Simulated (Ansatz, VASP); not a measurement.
**One calculation of Zn, two programs**

```
CELL_PARAMETERS angstrom
2.63332 0.00000 0.00000
-1.31666 2.28052 0.00000
0.00000 0.00000 5.10824
ATOMIC_POSITIONS crystal
Zn 0.33333 0.66667 0.25000
Zn 0.66667 0.33333 0.75000
```

Alike in both runs: functional PBE; k mesh 18 × 18 × 8; occupations gaussian, width 0.1 eV; no spin polarisation.

Ansatz relaxed the structure, and its values are those at the end. VASP's run is a single point on that final structure, the one shown.

```csv
,VASP,Ansatz
version,VASP 6.6.1,Ansatz 0.2.0
potentials or method,"VASP PAW PBE potentials, release 64 (Zn), cutoff 520 eV","scalar-relativistic, plane waves, PAW"
valence electrons in the cell,24,24
```

```tsv
	VASP	Ansatz	Ansatz less VASP
gap on the k mesh at the Fermi level (eV)	none	none	-
pressure (GPa)	0.3	0.0	-0.35
```

A gap of «none» marks a metal or a gap that the smearing closes.
